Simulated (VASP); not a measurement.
A run of VASP 6.6.1:

File INCAR:

```
SYSTEM = Se
ALGO = Normal ; EDIFF = 1E-6
ENCUT = 520 ; GGA = PE
ISIF = 2 ; ISMEAR = 0
LASPH = .True. ; LCHARG = .True.
LELF = .True. ; LREAL = .False.
LVHAR = .True. ; LWAVE = .False.
NBANDS = 13 ; NELM = 100
PREC = Accurate ; SIGMA = 0.15
```

The input KPOINTS:

```
k-points
0
Gamma
  18 18 10
  0 0 0
```

The input POSCAR:

```
Se
1.0
    1.3663840414     -4.1197828203      0.0000000000
    1.3663840414      4.1197828203      0.0000000000
    0.0000000000      0.0000000000      4.6134314000
Se
2
Direct
    0.9356553200      0.0643446800      0.2500000000
    0.0643446800      0.9356553200      0.7500000000
```

Potentials or basis: VASP PAW PBE potentials, release 64 (Se).

Run with:

```sh
$ cat potpaw_PBE.64/Se/POTCAR > POTCAR
$ mpirun -np 1 vasp_std > vasp.out
```

Hardware: 1 thread of Intel Xeon 8259CL, with other jobs on the host.

Q: Estimate the wall time of this run.

A: Wall time 5.3 min on 1 thread of Intel Xeon 8259CL (shared host), peak memory 0.43 GiB. Counts: scf iterations 11, k points 546.
